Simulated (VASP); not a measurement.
# SiC (lda) (F-43m) in VASP: further runs, part 2 of 2

VASP 6.6.1. The steps go on from the part before.

**3. Single point, LDA**

INCAR reads:

```
SYSTEM = SiC
  PREC = Accurate
  ENCUT = 600
  EDIFF = 1E-6
  ISMEAR = 0
  SIGMA = 0.01
  LREAL = .FALSE.
  LASPH = .TRUE.
  NELM = 120
  ALGO = Normal
  ISIF = 2
  LWAVE = .FALSE.
  LCHARG = .FALSE.
  GGA = CA
  NBANDS = 11
  GGA_COMPAT = .FALSE.
```

KPOINTS reads:

```
regular mesh
0
G
  10 10 10
  0 0 0
```

POSCAR reads:

```
SiC
1.0
    0.0000000000      2.1645334671      2.1645334671
    2.1645334671      0.0000000000      2.1645334671
    2.1645334671      2.1645334671      0.0000000000
Si C
1 1
Direct
    0.0000000000      0.0000000000      0.0000000000
    0.2500000000      0.2500000000      0.2500000000
```

Potentials or basis: VASP PAW LDA potentials, release 64 (Si, C).

Run with:

```
> cat potpaw_LDA.64/Si/POTCAR potpaw_LDA.64/C/POTCAR > POTCAR
> mpirun -np 1 vasp_std > vasp.out
```

OUTCAR:

```text
SYSTEM = SiC
   PREC = Accurate
   ENCUT = 600
   EDIFF = 1E-6
   ISMEAR = 0
   LREAL = .FALSE.
   LASPH = .TRUE.
   NELM = 120
   ISIF = 2
   GGA = CA

 ion  position               nearest neighbor table
   1  0.000  0.000  0.000-   2 1.87   2 1.87   2 1.87   2 1.87
   2  0.250  0.250  0.250-   1 1.87   1 1.87   1 1.87   1 1.87

  LATTYP: Found a face centered cubic cell.
 ALAT       =     4.3290669342

  Lattice vectors:

 A1 = (   0.0000000000,   2.1645334671,   2.1645334671)
 A2 = (   2.1645334671,   0.0000000000,   2.1645334671)
 A3 = (   2.1645334671,   2.1645334671,   0.0000000000)

Analysis of symmetry for initial positions (statically):
=====================================================================
 Subroutine PRICEL returns:
 Original cell was already a primitive cell.

 Routine SETGRP: Setting up the symmetry group for a
 face centered cubic supercell.

 Subroutine GETGRP returns: Found 24 space group operations
 (whereof 24 operations were pure point group operations)
 out of a pool of 48 trial point group operations.

The static configuration has the point symmetry T_d .

Analysis of symmetry for dynamics (positions and initial velocities):
=====================================================================
 Subroutine PRICEL returns:
 Original cell was already a primitive cell.

 Routine SETGRP: Setting up the symmetry group for a
 face centered cubic supercell.

 Subroutine GETGRP returns: Found 24 space group operations
 (whereof 24 operations were pure point group operations)
 out of a pool of 48 trial point group operations.

The dynamic configuration has the point symmetry T_d .

 Subroutine INISYM returns: Found 24 space group operations
 (whereof 24 operations are pure point group operations),
 and found     1 'primitive' translations

----------------------------------------------------------------------------------------

                                     Primitive cell

  volume of cell :      20.2826

  direct lattice vectors                    reciprocal lattice vectors
     0.000000000  2.164533467  2.164533467    -0.230996659  0.230996659  0.230996659
     2.164533467  0.000000000  2.164533467     0.230996659 -0.230996659  0.230996659
     2.164533467  2.164533467  0.000000000     0.230996659  0.230996659 -0.230996659

  length of vectors
     3.061112585  3.061112585  3.061112585     0.400097950  0.400097950  0.400097950

  position of ions in fractional coordinates (direct lattice)
     0.000000000  0.000000000  0.000000000
     0.250000000  0.250000000  0.250000000

  ion indices of the primitive-cell ions
   primitive index   ion index
                 1           1
                 2           2

----------------------------------------------------------------------------------------

 KPOINTS: regular mesh

Automatic generation of k-mesh.
 Grid dimensions read from file:
 generate k-points for:   10   10   10

 Generating k-lattice:

  Cartesian coordinates                     Fractional coordinates (reciprocal lattice)
    -0.023099666  0.023099666  0.023099666     0.100000000  0.000000000  0.000000000
     0.023099666 -0.023099666  0.023099666     0.000000000  0.100000000  0.000000000
     0.023099666  0.023099666 -0.023099666     0.000000000  0.000000000  0.100000000

  Length of vectors
     0.040009795  0.040009795  0.040009795

  Shift w.r.t. Gamma in fractional coordinates (k-lattice)
     0.000000000  0.000000000  0.000000000

 Subroutine IBZKPT returns following result:
 ===========================================

 Found     47 irreducible k-points:

 Following reciprocal coordinates:
            Coordinates               Weight
  0.000000  0.000000  0.000000      1.000000
  0.100000  0.000000  0.000000      8.000000
  0.200000  0.000000  0.000000      8.000000
  0.300000  0.000000  0.000000      8.000000
  0.400000  0.000000  0.000000      8.000000
  0.500000  0.000000  0.000000      4.000000
[... 16 lines left out ...]
  0.300000  0.300000  0.000000      6.000000
  0.400000  0.300000  0.000000     24.000000
 [... further k-points ...]
   k-points           NKPTS =     47   k-points in BZ     NKDIM =     47   number of bands    NBANDS=     11
   number of dos      NEDOS =    301   number of ions     NIONS =      2
   total plane-waves  NPLWV =  13824
   dimension x,y,z NGX =    24 NGY =   24 NGZ =   24
   dimension x,y,z NGXF=    48 NGYF=   48 NGZF=   48
   ions per type =               1   1
   NGX,Y,Z   is equivalent  to a cutoff of  13.03, 13.03, 13.03 a.u.
   NGXF,Y,Z  is equivalent  to a cutoff of  26.07, 26.07, 26.07 a.u.
 SYSTEM =  SiC
   PREC   = accura    normal or accurate (medium, high low for compatibility)
   ISTART =      0    job   : 0-new  1-cont  2-samecut
   ICHARG =      2    charge: 1-file 2-atom 10-const
   ISPIN  =      1    spin polarized calculation?
   LNONCOLLINEAR =      F non collinear calculations
   LSORBIT =      F    spin-orbit coupling
   LASPH  =      T    aspherical Exc in radial PAW
   ENCUT  =  600.0 eV  44.10 Ry    6.64 a.u.   6.11  6.11  6.11*2*pi/ulx,y,z
   NELM   =    120;   NELMIN=  2; NELMDL= -5     # of ELM steps
   EDIFF  = 0.1E-05   stopping-criterion for ELM
   LREAL  =      F    real-space projection
   EDIFFG = 0.1E-04   stopping-criterion for IOM
   NSW    =      0    number of steps for IOM
   IBRION =     -1    ionic relax: 0-MD 1-quasi-New 2-CG
   NFREE  =      0    steps in history (QN), initial steepest desc. (CG)
   ISIF   =      2    stress and relaxation
   ISYM   =      2    0-nonsym 1-usesym 2-fastsym
   POTIM  = 0.5000    time-step for ionic-motion
   TEBEG  =    0.0;   TEEND  =   0.0 temperature during run
   PSTRESS=    0.0 pullay stress
   NELECT =       8.0000    total number of electrons
   NUPDOWN=      -1.0000    fix difference up-down
   EMIN   =  10.00;   EMAX   =-10.00  energy-range for DOS
   EFERMI =   0.00;   METHOD = LEGACY
   ISMEAR =     0;   SIGMA  =   0.01  broadening in eV -4-tet -1-fermi 0-gaus
   EFERMI_NEDOS =   21; number of points for ismear=-14 and -15
   IALGO  =     38    algorithm
   IMIX   =      4    mixing-type and parameters
     AMIX     =   0.40;   BMIX     =  1.00
     AMIX_MAG =   1.60;   BMIX_MAG =  1.00
  volume/ion in A,a.u.               =      10.14        68.44
  Fermi-wavevector in a.u.,A,eV,Ry     =   1.200597  2.268799 19.611883  1.441433
  Thomas-Fermi vector in A             =   2.336428
   LORBIT       =      0    0 simple, 1 ext, 2 COOP (PROOUT), +10 PAW based schemes
   GGA     = CA    functional components
   LHFCALC =     F    Hartree Fock is set to
   AEXX    =    0.0000 exact exchange contribution
   IVDW    =     0    specifies the selected vdW correction
   LEPSILON=     F    determine dielectric tensor
   LRPA    =     F    only Hartree local field effects (RPA)
 non-spin polarized calculation
 Gauss-broadening in eV      SIGMA  =   0.01
  energy-cutoff  :      600.00
  volume of cell :       20.28
 maximum number of plane-waves:       700
   NGX = 13   NGY = 13   NGZ = 13

 number of electron       8.0000000 magnetization

 Free energy of the ion-electron system (eV)
  ---------------------------------------------------
  ext. energy  EPLUGINS =         0.00000000
  ---------------------------------------------------
  free energy    TOTEN  =       -16.64463217 eV

  energy without entropy =      -16.64463217  energy(sigma->0) =      -16.64463217

 E-fermi :   8.3861     XC(G=0): -11.6418

 val. band max:        8.2897556666   @ k =   0.0000   0.0000   0.0000
 cond. band min:       9.5775904811   @ k =   0.5000   0.5000   0.0000
 fundamental gap:      1.2878348145
 Fermi energy:         8.3860805948

 k-point     1 :       0.0000    0.0000    0.0000
  band No.  band energies     occupation
      1      -7.1828      2.00000
      2       8.2898      2.00000
      3       8.2898      2.00000
      4       8.2898      2.00000
      5      14.8172      0.00000
      6      15.6204      0.00000
      7      15.6204      0.00000
      8      15.6204      0.00000
      9      22.8663      0.00000
     10      22.8663      0.00000
     11      24.7728      0.00000
[... 309 lines left out ...]
 k-point    24 :       0.4000    0.3000    0.0000
  band No.  band energies     occupation
      1      -3.9675      2.00000
      2       2.7328      2.00000
      3       5.0842      2.00000
      4       5.6259      2.00000
      5      11.1086      0.00000
      6      13.8750      0.00000
      7      19.9877      0.00000
      8      20.2565      0.00000
      9      22.1090      0.00000
     10      26.4367      0.00000
     11      29.7111      0.00000

 [... further k-points ...]
[... 5 lines left out ...]
  --------------------------------------------------------------------------------------
  -------------------------------------------------------------------------------------
  Total        0.0311181      0.0311181      0.0311181      0.0000000      0.0000000     -0.0000000
  in kB        2.4581080      2.4581080      2.4581080      0.0000000      0.0000000     -0.0000000
  external PRESSURE =       2.4581080 kB  Pullay stress =       0.0000000 kB

 VOLUME and BASIS-vectors are now :
 -----------------------------------------------------------------------------
  energy-cutoff  :      600.00
  volume of cell :       20.28
      direct lattice vectors                 reciprocal lattice vectors
     0.000000000  2.164533467  2.164533467    -0.230996659  0.230996659  0.230996659
     2.164533467  0.000000000  2.164533467     0.230996659 -0.230996659  0.230996659
     2.164533467  2.164533467  0.000000000     0.230996659  0.230996659 -0.230996659

 POSITION                                       TOTAL-FORCE (eV/Angst)
 -----------------------------------------------------------------------------------
      0.00000      0.00000      0.00000         0.000000      0.000000     -0.000000
      1.08227      1.08227      1.08227        -0.000000     -0.000000      0.000000
 -----------------------------------------------------------------------------------
    total drift:                                0.000000      0.000000      0.000000

  FREE ENERGIE OF THE ION-ELECTRON SYSTEM (eV)
  ---------------------------------------------------
  free  energy   TOTEN  =       -16.6446321657 eV

  energy  without entropy=      -16.6446321657  energy(sigma->0) =      -16.64463217
```

OSZICAR:

```text
N       E                     dE             d eps       ncg     rms          rms(c)
DAV:   1     0.421311015883E+01    0.42131E+01   -0.44533E+03  1082   0.699E+02
DAV:   2    -0.179919664788E+02   -0.22205E+02   -0.20950E+02  1308   0.117E+02
DAV:   3    -0.187364315763E+02   -0.74447E+00   -0.74329E+00  1265   0.178E+01
DAV:   4    -0.187395792794E+02   -0.31477E-02   -0.31475E-02  1189   0.151E+00
DAV:   5    -0.187395950701E+02   -0.15791E-04   -0.15791E-04  1262   0.977E-02    0.927E+00
DAV:   6    -0.167397615040E+02    0.19998E+01   -0.72592E+00  1163   0.120E+01    0.409E+00
DAV:   7    -0.166657657443E+02    0.73996E-01   -0.41147E-01  1226   0.369E+00    0.182E+00
DAV:   8    -0.166450668672E+02    0.20699E-01   -0.27381E-02  1193   0.998E-01    0.183E-01
DAV:   9    -0.166446172637E+02    0.44960E-03   -0.21135E-03  1246   0.247E-01    0.985E-02
DAV:  10    -0.166446317633E+02   -0.14500E-04   -0.13251E-04  1178   0.717E-02    0.339E-02
DAV:  11    -0.166446321657E+02   -0.40240E-06   -0.37245E-06  1247   0.119E-02
   1 F= -.16644632E+02 E0= -.16644632E+02  d E =-.855499E-45
```

Wall time 7.7 s (1 thread of Intel Xeon 8259CL, shared host); peak memory 0.13 GiB.

Results:

* Free energy: -16.6446 eV
* Pressure: 0.2 GPa
* Band gap on the k mesh: 1.29 eV, indirect (least direct gap 4.52 eV)

A k mesh can miss the band edges.

**4. Single point, LDA**

INCAR reads:

```
PREC     = Accurate       # precision mode
ENCUT    = 600            # plane-wave cutoff, eV
EDIFF    = 1E-6           # SCF threshold, eV
ISMEAR   = 0              # smearing method
SIGMA    = 0.01           # smearing width, eV
LREAL    = False          # projectors in reciprocal space
LASPH    = True           # aspherical terms in the spheres
NELM     = 120            # most SCF steps
ALGO     = Normal         # electronic algorithm
ISIF     = 2              # what is computed and relaxed
LWAVE    = False          # write WAVECAR
LCHARG   = True           # write CHGCAR
LELF     = True           # ELF
LVHAR    = True         
NBANDS   = 11             # bands
GGA_COMPAT= False
```

KPOINTS reads:

```
Automatic mesh
0
Gamma
  10 10 10
```

POSCAR is that of step 3.

Run with:

```
> cat potpaw_LDA.64/Si/POTCAR potpaw_LDA.64/C/POTCAR > POTCAR
> mpirun -np 1 vasp_std > vasp.out
```

Run time: 9.3 s. Hardware: 1 thread of Intel Xeon 8259CL, shared host; peak memory 0.13 GiB.

Results (log left out):

* Free energy: -16.6446 eV
* Pressure: 0.2 GPa
* Band gap on the k mesh: 1.29 eV, indirect (least direct gap 4.52 eV)

Levels at points of the mesh, in eV from the valence-band top:
| k point | band 1 | band 2 | band 3 | band 4 | band 5 | band 6 | band 7 | band 8 |
| --- | --- | --- | --- | --- | --- | --- | --- | --- |
| (0.00, 0.00, 0.00) | -15.47 | 0.00 | 0.00 | 0.00 | 6.53 | 7.33 | 7.33 | 7.33 |
| (0.50, 0.00, 0.00) | -11.78 | -8.67 | -1.06 | -1.06 | 5.57 | 7.21 | 7.21 | 10.03 |
| (0.50, 0.50, 0.00) | -10.28 | -7.88 | -3.23 | -3.23 | 1.29 | 4.26 | 14.06 | 14.06 |

**5. Relaxation of cell and atoms, LDA**

This run uses another cell than the first one, of 10.36 Å³/atom, 1.022 times its volume.

INCAR reads:

```
PREC = Accurate
ENCUT = 600
EDIFF = 1E-7
ISMEAR = 0
SIGMA = 0.02
LREAL = False
LASPH = True
NELM = 120
ALGO = Normal
ISIF = 3
LWAVE = False
LCHARG = False
GGA = CA
IBRION = 2
NSW = 100
EDIFFG = -0.002
GGA_COMPAT = False
NELMIN = 4
```

KPOINTS reads:

```
regular mesh
0
Gamma
  10 10 10
```

POSCAR reads:

```
SiC
1.0
    0.0000000000      2.1800000000      2.1800000000
    2.1800000000      0.0000000000      2.1800000000
    2.1800000000      2.1800000000      0.0000000000
Si C
1 1
Direct
    0.0000000000      0.0000000000      0.0000000000
    0.2500000000      0.2500000000      0.2500000000
```

Run with:

```
> cat potpaw_LDA.64/Si/POTCAR potpaw_LDA.64/C/POTCAR > POTCAR
> mpirun -np 1 vasp_std > vasp.out
```

Wall time 27 s (1 thread of Intel Xeon 8259CL, shared host); peak memory 0.14 GiB.

It converged, with:

* Free energy: -16.6452 eV
* Relaxed volume: 10.15 Å³/atom
* Relaxed cell: a = 3.062 Å, b = 3.062 Å, c = 3.062 Å, α = 60.00°, β = 60.00°, γ = 60.00°
* Space group after relaxing (to 0.05 Å): F-43m (No. 216)
* Energy gained by relaxing: 3.0 meV/atom
* Ionic steps: 3
* Pressure after relaxing: 0.0 GPa
* Band gap on the k mesh: 1.29 eV, indirect (least direct gap 4.52 eV)

Step by step:
```
step  energy change (eV)  largest force (eV/Å)  pressure (GPa)  volume (Å³)
   1              0.0000                0.0000           -4.48        20.72
   2              0.0010                0.0000            5.20        19.86
   3             -0.0059                0.0000           -0.02        20.30
```

Final structure:
```
Si C
1.0
     0.00000    2.16529    2.16529
     2.16529    0.00000    2.16529
     2.16529    2.16529    0.00000
Si C
1 1
Cartesian
  0.0000 0.0000 0.0000
  1.0826 1.0826 1.0826
```

Levels at points of the mesh, in eV from the valence-band top:
```csv
k point,band 1,band 2,band 3,band 4,band 5,band 6,band 7,band 8
"(0.00, 0.00, 0.00)",-15.46,0.00,0.00,0.00,6.52,7.32,7.32,7.32
"(0.50, 0.00, 0.00)",-11.77,-8.66,-1.06,-1.06,5.56,7.21,7.21,10.02
"(0.50, 0.50, 0.00)",-10.27,-7.87,-3.23,-3.23,1.29,4.26,14.05,14.05
```

**6. Summary**

```csv
task,cell,smearing,gap on the mesh (eV),pressure (GPa)
single point,"a = 3.061 Å, angles 60.0°, 2 atoms",gaussian 0.02 eV,1.29,0.2
single point,"a = 3.061 Å, angles 60.0°, 2 atoms",gaussian 0.01 eV,1.29,0.2
relaxation of cell and atoms,"relaxed from a = 3.083 Å, angles 60.0°, 2 atoms",gaussian 0.02 eV,1.29,0.0
```

Alike in all rows: level LDA; potentials or basis VASP PAW LDA potentials, release 64 (Si, C); no spin polarisation; k mesh 10 × 10 × 10; cutoff (eV) 600.

Total energies depend on the potentials used, so only differences within one code and one set of settings carry meaning.
